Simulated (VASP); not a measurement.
# La8Ga8SiO24 (a cell with a defect) in VASP: a series of runs

La8Ga8SiO24 (a cell with a defect) is run at these levels: PBEsol; tasks: single point.

Everything below comes from runs of VASP 6.6.1. Logs are shortened: lines on timing, memory, paths and dates and some standing lists are left out, and cuts for length are marked.

**1. The cell of the first run**

The cell holds a defect, 41 atoms: a = 7.729 Å, b = 7.729 Å, c = 7.729 Å, α = 90.00°, β = 90.00°, γ = 90.00°.

**2. Single point, PBEsol, collinear spin**

Contents of INCAR:

```
  PREC = Accurate
  ENCUT = 520
  EDIFF = 1E-6
  ISMEAR = -1
  SIGMA = 0.05
  LREAL = Auto
  LASPH = True
  NELM = 150
  ALGO = Normal
  ISIF = 2
  LWAVE = False
  LCHARG = False
  ISPIN = 2
  MAGMOM = 0 0 0 0.143 0 0 0 0.143 0 0 0 0 0 0 0 0 0 0.143 0 0.143 0 0 0 0 0 0 0 0 0 0 0 0 0 0 0.143 0.143 0 0 0 0 0.143
  LORBIT = 11
  LMAXMIX = 6
  GGA = PS
  NELECT = 341.0
  ISYM = 0
  NBANDS = 200
```

Contents of KPOINTS:

```
Automatic mesh
0
Gamma
  1 1 1
  0.25 0.25 0.25
```

Contents of POSCAR:

```
La8Ga8SiO24
1.0
    7.7293080000      0.0000000000      0.0000000000
    0.0000000000      7.7293080000      0.0000000000
    0.0000000000      0.0000000000      7.7293080000
La Ga O Si
8 8 24 1
Direct
    0.0083970000      0.9851270000      0.0081150000
    0.9917190000      0.0025260000      0.5036690000
    0.0151710000      0.4839210000      0.0096080000
    0.9337410000      0.4943910000      0.5073190000
    0.5110780000      0.0083890000      0.9815560000
    0.5047940000      0.9994870000      0.5224820000
    0.5091410000      0.4909060000      0.9974660000
    0.5233960000      0.4753140000      0.5291190000
    0.2557220000      0.2402030000      0.2544560000
    0.2473840000      0.2453790000      0.7470050000
    0.3057630000      0.8000660000      0.2285710000
    0.2412120000      0.7410280000      0.7534480000
    0.7527530000      0.2406550000      0.2487990000
    0.7605220000      0.2421340000      0.7618930000
    0.7517970000      0.7537670000      0.2464340000
    0.7495810000      0.7469440000      0.7622820000
    0.2218910000      0.2009060000      0.9939430000
    0.3125620000      0.2439640000      0.5018160000
    0.2979080000      0.7835600000      0.9927300000
    0.1322570000      0.7423040000      0.5356620000
    0.7944170000      0.2524220000      0.0043030000
    0.7248990000      0.2252370000      0.5042190000
    0.6896080000      0.7438630000      0.0006300000
    0.7661190000      0.7630780000      0.5092680000
    0.0004890000      0.2925920000      0.2856410000
    0.0015120000      0.2487040000      0.7101390000
    0.9867180000      0.7010190000      0.2145460000
    0.9922130000      0.7408220000      0.8286040000
    0.5085390000      0.2139720000      0.2066080000
    0.5088070000      0.2529960000      0.7802280000
    0.5331340000      0.8618040000      0.2618200000
    0.4911660000      0.7392810000      0.7053200000
    0.2000750000      0.0067480000      0.2754910000
    0.2542520000      0.9946670000      0.7233900000
    0.2797790000      0.4699310000      0.1873080000
    0.2555240000      0.4922280000      0.7931130000
    0.8216770000      0.0016600000      0.2433770000
    0.7504620000      0.9959440000      0.7650580000
    0.6986780000      0.5003830000      0.2681030000
    0.7468490000      0.4946600000      0.7680560000
    0.2278420000      0.5906350000      0.3873880000
```

Potentials or basis: VASP PAW PBE potentials, release 64 (La, Ga_d, O, Si).

Launch:

```sh
$ cat potpaw_PBE.64/La/POTCAR potpaw_PBE.64/Ga_d/POTCAR potpaw_PBE.64/O/POTCAR potpaw_PBE.64/Si/POTCAR > POTCAR
$ mpirun -np 1 vasp_std > vasp.out
```

OUTCAR:

```text
PREC = Accurate
   ENCUT = 520
   EDIFF = 1E-6
   ISMEAR = -1
   LREAL = Auto
   LASPH = True
   NELM = 150
   ISIF = 2
   ISPIN = 2
   LORBIT = 11
   GGA = PS
   NELECT = 341.0
   ISYM = 0

 ion  position               nearest neighbor table
   1  0.008  0.985  0.008-  37 2.33  28 2.35  17 2.35  33 2.55  21 2.65  27 2.72  19 2.73  38 2.74
                            11 3.20  15 3.24  12 3.27
   2  0.992  0.003  0.504-  20 2.30  33 2.39  37 2.40  26 2.48  24 2.54  34 2.65  22 2.69  38 2.75
                            25 2.81  14 3.26  13 3.27
   3  0.015  0.484  0.010-  27 2.32  28 2.44  35 2.47  21 2.47  36 2.50  25 2.60  17 2.71  40 2.79
                             9 3.25  10 3.28
   4  0.934  0.494  0.507-  25 2.37  24 2.45  20 2.46  40 2.48  26 2.52  41 2.57  39 2.59  22 2.63
                            27 2.80  14 3.08  16 3.12  13 3.13  15 3.17   8 3.18
   5  0.511  0.008  0.982-  29 2.36  19 2.40  30 2.45  31 2.45  23 2.47  38 2.50  17 2.69  34 2.82
                            11 2.96  14 3.14  16 3.22  10 3.29   6 3.55
   6  0.505  0.999  0.522-  31 2.29  18 2.41  22 2.44  32 2.46  34 2.48  38 2.67  24 2.73  30 2.79
                            11 3.15  10 3.25  16 3.29  14 3.29   5 3.55   8 3.68
   7  0.509  0.491  0.997-  35 2.31  23 2.40  30 2.49  36 2.52  40 2.55  39 2.55  29 2.68  19 2.79
                            16 3.27  14 3.28   8 3.62
   8  0.523  0.475  0.529-  18 2.43  39 2.44  32 2.47  22 2.49  40 2.53  30 2.59  41 2.69  14 3.14
                             4 3.18  10 3.25  16 3.27   7 3.62   6 3.68
   9  0.256  0.240  0.254-  35 1.86  33 1.86  18 1.96  29 2.00  25 2.03  17 2.05  41 2.90   3 3.25

  10  0.247  0.245  0.747-  26 1.92  36 1.94  34 1.95  17 1.95  18 1.96  30 2.04   8 3.25   6 3.25
                             3 3.28   5 3.29
  11  0.306  0.800  0.229-  19 1.83  33 1.83  31 1.84  41 2.12   5 2.96   6 3.15   1 3.20
  12  0.241  0.741  0.753-  20 1.88  19 1.93  36 1.95  32 1.97  34 1.98  28 2.01   1 3.27
  13  0.753  0.241  0.249-  21 1.92  37 1.92  29 1.93  25 1.98  22 1.99  39 2.06   4 3.13   2 3.27

  14  0.761  0.242  0.762-  21 1.89  38 1.90  26 1.91  30 1.95  40 1.96  22 2.01   4 3.08   8 3.14
                             5 3.14   2 3.26   7 3.28   6 3.29
  15  0.752  0.754  0.246-  27 1.88  31 1.89  23 1.96  37 1.99  39 2.01  24 2.04   4 3.17   1 3.24

  16  0.750  0.747  0.762-  23 1.90  38 1.92  28 1.94  40 1.95  24 1.96  32 2.05   4 3.12   5 3.22
                             7 3.27   8 3.27   6 3.29
  17  0.222  0.201  0.994-  10 1.95   9 2.05   1 2.35   5 2.69   3 2.71
  18  0.313  0.244  0.502-  10 1.96   9 1.96   6 2.41   8 2.43
  19  0.298  0.784  0.993-  11 1.83  12 1.93   5 2.40   1 2.73   7 2.79
  20  0.132  0.742  0.536-  41 1.80  12 1.88   2 2.30   4 2.46
  21  0.794  0.252  0.004-  14 1.89  13 1.92   3 2.47   1 2.65
  22  0.725  0.225  0.504-  13 1.99  14 2.01   6 2.44   8 2.49   4 2.63   2 2.69
  23  0.690  0.744  0.001-  16 1.90  15 1.96   7 2.40   5 2.47
  24  0.766  0.763  0.509-  16 1.96  15 2.04   4 2.45   2 2.54   6 2.73
[... 224 lines left out ...]
 fundamental gap:      0.4451408054
 Fermi energy:        10.8723893699

 spin component 1

 k-point     1 :       0.2500    0.2500    0.2500
  band No.  band energies     occupation
      1     -22.6229      1.00000
      2     -22.5767      1.00000
      3     -22.5145      1.00000
      4     -22.4850      1.00000
      5     -22.4218      1.00000
      6     -22.4024      1.00000
[... 729 lines left out ...]
    181      12.3475      0.00000
    182      12.3662      0.00000
 Fermi energy:        10.8723893699

 spin component 2

 k-point     1 :       0.2500    0.2500    0.2500
  band No.  band energies     occupation
      1     -22.6167      1.00000
      2     -22.5716      1.00000
      3     -22.5113      1.00000
      4     -22.4816      1.00000
      5     -22.4194      1.00000
      6     -22.3961      1.00000
[... 729 lines left out ...]
    181      12.3602      0.00000
    182      12.3827      0.00000
 [bands above 182 left out]

------------------------ aborting loop because EDIFF is reached ----------------------------------------

  FORCE on cell =-STRESS in cart. coord.  units (eV):
  Direction    XX          YY          ZZ          XY          YZ          ZX
  --------------------------------------------------------------------------------------
  -------------------------------------------------------------------------------------
  Total       58.5877494     60.0261664     56.7782922      4.4407995      0.2521058    -10.2973008
  in kB      203.2804237    208.2712624    197.0021961     15.4081290      0.8747251    -35.7282825
  external PRESSURE =     202.8512940 kB  Pullay stress =       0.0000000 kB

 VOLUME and BASIS-vectors are now :
 -----------------------------------------------------------------------------
  energy-cutoff  :      520.00
  volume of cell :      461.77
      direct lattice vectors                 reciprocal lattice vectors
     7.729308000  0.000000000  0.000000000     0.129377688  0.000000000  0.000000000
     0.000000000  7.729308000  0.000000000     0.000000000  0.129377688  0.000000000
     0.000000000  0.000000000  7.729308000     0.000000000  0.000000000  0.129377688

 POSITION                                       TOTAL-FORCE (eV/Angst)
 -----------------------------------------------------------------------------------
      0.06490      7.61435      0.06272         0.052107     -0.010316     -0.048538
      7.66530      0.01952      3.89301        -0.010539      0.046811      0.030140
      0.11726      3.74037      0.07426        -0.034675     -0.018966     -0.015190
      7.21717      3.82130      3.92122        -0.064821     -0.023353      0.000047
      3.95028      0.06484      7.58675        -0.058765      0.001915      0.029732
      3.90171      7.72534      4.03842         0.041584      0.011139     -0.024555
[... 33 lines left out ...]
      5.77263      3.82338      5.93654         0.082726      0.020324     -0.018822
      1.76106      4.56520      2.99424         0.107602     -0.025706     -0.052406
 -----------------------------------------------------------------------------------
    total drift:                               -0.005175      0.008730     -0.011684

  FREE ENERGIE OF THE ION-ELECTRON SYSTEM (eV)
  ---------------------------------------------------
  free  energy   TOTEN  =      -292.4885689358 eV

  energy  without entropy=     -292.4839238585  energy(sigma->0) =     -292.48624640

 total charge

# of ion       s       p       d       f       tot
--------------------------------------------------
    1        2.034   5.689   0.686   0.259   8.669
    2        2.036   5.697   0.662   0.261   8.656
    3        2.034   5.691   0.659   0.252   8.636
    4        2.048   5.672   0.867   0.300   8.887
    5        2.038   5.698   0.700   0.272   8.708
    6        2.037   5.691   0.690   0.265   8.682
[... 33 lines left out ...]
   40        1.558   3.518   0.000   0.000   5.075
   41        0.835   0.959   0.000   0.000   1.794
--------------------------------------------------
tot         60.280 137.373  88.285   2.146 288.084

 magnetization (x)

# of ion       s       p       d       f       tot
--------------------------------------------------
    1        0.000   0.000   0.001   0.002   0.003
    2        0.000   0.000   0.002   0.002   0.004
    3        0.000   0.000   0.001   0.001   0.003
    4        0.009   0.004   0.086   0.047   0.146
    5        0.000  -0.000   0.001   0.001   0.002
    6        0.000   0.000   0.002   0.002   0.004
[... 33 lines left out ...]
   40        0.001   0.008   0.000   0.000   0.010
   41        0.018   0.167   0.000   0.000   0.185
--------------------------------------------------
tot          0.102   0.299   0.194   0.095   0.689
```

OSZICAR:

```text
N       E                     dE             d eps       ncg     rms          rms(c)
DAV:   1     0.628214783334E+04    0.62821E+04   -0.11483E+05  3320   0.301E+03
DAV:   2     0.237425663059E+04   -0.39079E+04   -0.36296E+04  3216   0.918E+02
DAV:   3     0.715773029629E+03   -0.16585E+04   -0.14628E+04  3728   0.380E+02
[... 16 lines left out ...]
DAV:  20    -0.292488548678E+03   -0.42030E-04   -0.38933E-04  6256   0.735E-02    0.983E-03
DAV:  21    -0.292488558835E+03   -0.10158E-04   -0.11644E-04  5976   0.505E-02    0.544E-03
DAV:  22    -0.292488564647E+03   -0.58113E-05   -0.68279E-05  5824   0.302E-02    0.359E-03
DAV:  23    -0.292488567011E+03   -0.23643E-05   -0.23758E-05  4088   0.220E-02    0.284E-03
DAV:  24    -0.292488568099E+03   -0.10884E-05   -0.96627E-06  3056   0.109E-02    0.217E-03
DAV:  25    -0.292488568936E+03   -0.83637E-06   -0.56623E-06  2696   0.111E-02
   1 F= -.29248857E+03 E0= -.29248625E+03  d E =-.464508E-02  mag=     0.9839
```

Run time: 54 min. Hardware: 1 thread of AMD EPYC 7R13 (Zen 3), shared host; peak memory 0.96 GiB.

Results:

| Quantity | Value |
| --- | --- |
| Free energy | -292.4886 eV |
| Largest force | 0.122 eV/Å |
| Net moment | 0.98 μB per cell |
| Site moments | La +0.00, +0.15, +0.01, +0.14 (each value once); Ga +0.00, +0.04, +0.01 (each value once); O +0.00, -0.00, +0.01, +0.02, +0.04 (each value once); Si +0.18 μB |
| Valence electrons inside the program's atomic spheres | La 8.67, 8.66, 8.64, 8.89, 8.71, 8.68, 8.80 (each value once); Ga 11.83, 11.80, 12.22, 11.81, 11.92, 11.84 (each value once); O 5.05, 5.08, 5.12, 5.07, 5.06, 5.04, 5.03, 5.01, 5.10, 5.11 (each value once); Si 1.79 |

Forces on the atoms (eV/Å):
```
La   0.052 -0.010 -0.049
La  -0.011  0.047  0.030
La  -0.035 -0.019 -0.015
La  -0.065 -0.023  0.000
La  -0.059  0.002  0.030
La   0.042  0.011 -0.025
La   0.030 -0.004 -0.012
La   0.009  0.049  0.062
Ga  -0.003  0.007  0.015
Ga  -0.020  0.044 -0.010
Ga  -0.055 -0.056  0.028
Ga  -0.013 -0.007  0.025
Ga   0.000  0.007  0.002
Ga   0.025  0.012  0.010
Ga   0.003 -0.003  0.014
Ga   0.016 -0.016 -0.014
O   -0.016  0.030  0.040
O    0.027 -0.052 -0.032
O   -0.005  0.009 -0.049
O   -0.034  0.024  0.025
O    0.005 -0.028 -0.012
O   -0.050 -0.019 -0.012
O   -0.051  0.010  0.052
O    0.034  0.018 -0.038
O   -0.033 -0.023  0.000
O    0.009  0.035 -0.020
O    0.074  0.010 -0.036
O   -0.002 -0.007  0.041
O    0.058  0.008 -0.018
O   -0.027 -0.044  0.039
O    0.013  0.045 -0.031
O    0.021  0.036 -0.018
O   -0.041  0.026  0.035
O    0.053 -0.020 -0.070
O   -0.056  0.013 -0.039
O   -0.008 -0.018  0.042
O    0.006 -0.087  0.016
O   -0.050 -0.012  0.029
O   -0.032  0.014  0.034
O    0.083  0.020 -0.019
Si   0.108 -0.026 -0.052
```

Levels at points of the mesh, in eV from the Fermi level:
Spin up:
```tsv
k point	band 169	band 170	band 171	band 172	band 173	band 174
(0.25, 0.25, 0.25)	-2.57	-1.69	-0.26	0.81	1.02	1.12
```
Spin down:
| k point | band 166 | band 167 | band 168 | band 169 | band 170 | band 171 | band 172 | band 173 | band 174 | band 175 |
| --- | --- | --- | --- | --- | --- | --- | --- | --- | --- | --- |
| (0.25, 0.25, 0.25) | -3.87 | -3.85 | -3.80 | -2.41 | -1.46 | 0.23 | 0.89 | 1.07 | 1.17 | 1.25 |

Caveat: the cell carries a net charge on a neutralising background, which shifts energy and pressure; the cell is charged against a uniform background, so pressure and absolute levels hang on convention; the PAW data sets were made with another functional, which shifts forces and pressure a little; spin-orbit coupling is left out, which moves the levels of the heavy elements.

**3. Single point, PBEsol, collinear spin**

INCAR, as its differences from that of step 2:

```diff
@@ -7,3 +7,3 @@
   LASPH = True
-  NELM = 150
+  NELM = 200
   ALGO = Normal
@@ -18,3 +18,4 @@
   NELECT = 341.0
-  ISYM = 0
+  ISYM = -1
   NBANDS = 200
+  GGA_COMPAT = False
```

Contents of KPOINTS:

```
explicit points
1
Reciprocal
  0.25000000   0.25000000   0.25000000 1
```

POSCAR is that of step 2.

Potentials or basis: VASP PAW PBE potentials, release 64 (La, Ga_d, O, Si).

Launch:

```sh
$ cat potpaw_PBE.64/La/POTCAR potpaw_PBE.64/Ga_d/POTCAR potpaw_PBE.64/O/POTCAR potpaw_PBE.64/Si/POTCAR > POTCAR
$ mpirun -np 1 vasp_std > vasp.out
```

Wall time 23 min (1 thread of Intel Xeon Platinum 8175M at 2.50GHz (Skylake/Cascade Lake), shared host); peak memory 0.77 GiB.

It converged, with:

| Quantity | Value |
| --- | --- |
| Free energy | -292.5340 eV |
| Largest force | 0.069 eV/Å |
| Net moment | -0.99 μB per cell |
| Site moments | La -0.00, -0.01, -0.14 (each value once); Ga -0.00, -0.04, -0.01, -0.02 (each value once); O -0.00, +0.00, -0.01, -0.02, -0.04 (each value once); Si -0.18 μB |
| Valence electrons inside the program's atomic spheres | La 8.67, 8.66, 8.63, 8.89, 8.71, 8.68, 8.64, 8.80; Ga 11.83, 11.80, 12.22, 11.81, 11.92, 11.84 (each value once); O 5.05, 5.08, 5.12, 5.07, 5.06, 5.04, 5.03, 5.01, 5.10, 5.11 (each value once); Si 1.79 |

Forces in eV/Å, atoms in the order of the input:
```
La  -0.007 -0.010  0.001
La   0.004 -0.011 -0.004
La   0.007  0.001  0.001
La  -0.019 -0.020  0.005
La   0.011  0.006 -0.006
La   0.001 -0.003  0.018
La  -0.010 -0.007  0.006
La   0.003 -0.004  0.014
Ga   0.002  0.006  0.015
Ga  -0.010  0.017 -0.009
Ga  -0.037 -0.049  0.031
Ga   0.001 -0.004 -0.003
Ga  -0.001 -0.009 -0.006
Ga   0.014 -0.001  0.007
Ga   0.004  0.003 -0.008
Ga   0.003  0.001  0.009
O   -0.020 -0.008  0.015
O    0.024 -0.002  0.007
O    0.016  0.008  0.002
O   -0.044  0.037 -0.003
O    0.009  0.007 -0.006
O   -0.007 -0.001 -0.007
O   -0.014  0.006  0.009
O   -0.001  0.010 -0.007
O    0.001  0.010  0.010
O    0.000  0.007 -0.028
O    0.028 -0.013 -0.017
O    0.002  0.000  0.019
O   -0.010 -0.001 -0.022
O   -0.001 -0.005  0.011
O    0.003  0.015 -0.006
O    0.016  0.003 -0.016
O   -0.012 -0.017  0.021
O    0.010  0.015 -0.011
O    0.003  0.014 -0.043
O   -0.001 -0.014  0.018
O    0.011 -0.007  0.005
O   -0.014  0.007  0.001
O   -0.009  0.002  0.023
O    0.000  0.002 -0.009
Si   0.044  0.011 -0.035
```

Levels at points of the mesh, in eV from the Fermi level:
Spin up:
```tsv
k point	band 166	band 167	band 168	band 169	band 170	band 171	band 172	band 173	band 174	band 175
(0.25, 0.25, 0.25)	-3.85	-3.83	-3.78	-2.40	-1.45	0.25	0.91	1.08	1.18	1.26
```
Spin down:
| k point | band 169 | band 170 | band 171 | band 172 | band 173 | band 174 |
| --- | --- | --- | --- | --- | --- | --- |
| (0.25, 0.25, 0.25) | -2.56 | -1.68 | -0.25 | 0.83 | 1.03 | 1.14 |

Caveat: the cell carries a net charge on a neutralising background, which shifts energy and pressure; the cell is charged against a uniform background, so pressure and absolute levels hang on convention; the PAW data sets were made with another functional, which shifts forces and pressure a little; spin-orbit coupling is left out, which moves the levels of the heavy elements.
